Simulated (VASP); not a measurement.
Crystal: GeSe.

```
CELL_PARAMETERS angstrom
10.79000 0.00000 0.00000
0.00000 3.82000 0.00000
0.00000 0.00000 4.38000
ATOMIC_POSITIONS crystal
Ge 0.12100 0.75000 0.89400
Ge 0.37900 0.25000 0.39400
Ge 0.62100 0.75000 0.60600
Ge 0.87900 0.25000 0.10600
Se 0.85200 0.75000 0.49700
Se 0.14800 0.25000 0.50300
Se 0.35200 0.75000 0.00300
Se 0.64800 0.25000 0.99700
```

```yaml
Program: VASP 6.6.1
Task: relaxation of cell and atoms
Functional: PBE
Potentials_or_basis: VASP PAW PBE potentials, release 64 (Ge_d, Se)
Cutoff: 500 eV
k_mesh: 2 × 6 × 4
Occupations: fermi-dirac, width 0.1 eV
Spin: no spin polarisation
```

At the start: pressure 3.3 GPa; volume 22.57 Å³/atom.

Where does the relaxation end?

Over 31 steps the energy falls by 16.9 meV/atom and the volume is 24.59 Å³/atom (+9.0 %); space group Pnma (No. 62, to 0.1 Å) before and after.

Step by step:
| step | energy change (eV) | largest force (eV/Å) | pressure (GPa) | volume (Å³) |
| --- | --- | --- | --- | --- |
| 1 | 0.0000 | 0.2422 | 3.28 | 180.53 |
| 2 | -0.0820 | 0.3361 | -0.97 | 192.86 |
| 3 | -0.0955 | 0.2060 | 0.10 | 189.32 |
| 4 | -0.1052 | 0.1621 | 0.09 | 190.18 |
| 5 | -0.1154 | 0.0964 | 0.10 | 192.09 |
| 6 | -0.1156 | 0.0944 | 0.12 | 192.41 |
| 7 | -0.1207 | 0.0651 | -0.01 | 193.65 |
| 8 | -0.1229 | 0.0416 | -0.12 | 194.83 |
| 9 | -0.1272 | 0.0299 | 0.04 | 195.03 |
| 10 | -0.1289 | 0.0385 | 0.21 | 195.25 |
| 11 | -0.1297 | 0.0460 | -0.13 | 196.83 |
| 12 | -0.1298 | 0.0328 | -0.02 | 196.34 |
| 13 | -0.1303 | 0.0233 | -0.04 | 196.60 |
| 14 | -0.1306 | 0.0223 | -0.06 | 196.93 |
| 15 | -0.1310 | 0.0223 | -0.02 | 196.93 |
| 16 | -0.1317 | 0.0358 | 0.08 | 196.91 |
| 17 | -0.1317 | 0.0425 | 0.12 | 196.91 |
| 18 | -0.1320 | 0.0395 | 0.09 | 197.09 |
| 19 | -0.1325 | 0.0386 | -0.03 | 197.63 |
| 20 | -0.1325 | 0.0400 | -0.06 | 197.75 |
| 21 | -0.1329 | 0.0319 | -0.10 | 197.77 |
| 22 | -0.1335 | 0.0089 | -0.10 | 197.84 |
| 23 | -0.1331 | 0.0420 | -0.19 | 197.98 |
| 24 | -0.1336 | 0.0147 | -0.15 | 197.89 |
| 25 | -0.1340 | 0.0157 | -0.06 | 197.52 |
| 26 | -0.1342 | 0.0227 | 0.04 | 197.11 |
| 27 | -0.1344 | 0.0139 | 0.03 | 197.06 |
| 28 | -0.1345 | 0.0122 | 0.01 | 197.00 |
| 29 | -0.1347 | 0.0100 | -0.01 | 197.02 |
| 30 | -0.1348 | 0.0082 | -0.08 | 197.05 |
| 31 | -0.1349 | 0.0072 | -0.01 | 196.72 |

Final structure:
```
Ge Se
1.0
    11.36937    0.00000    0.00000
     0.00000    3.92475    0.00000
     0.00000    0.00000    4.40870
Ge Se
4 4
Direct
  0.13187 0.75000 0.88859
  0.36813 0.25000 0.38859
  0.63187 0.75000 0.61141
  0.86813 0.25000 0.11141
  0.85422 0.75000 0.50417
  0.14578 0.25000 0.49583
  0.35422 0.75000 0.99583
  0.64578 0.25000 0.00417
```
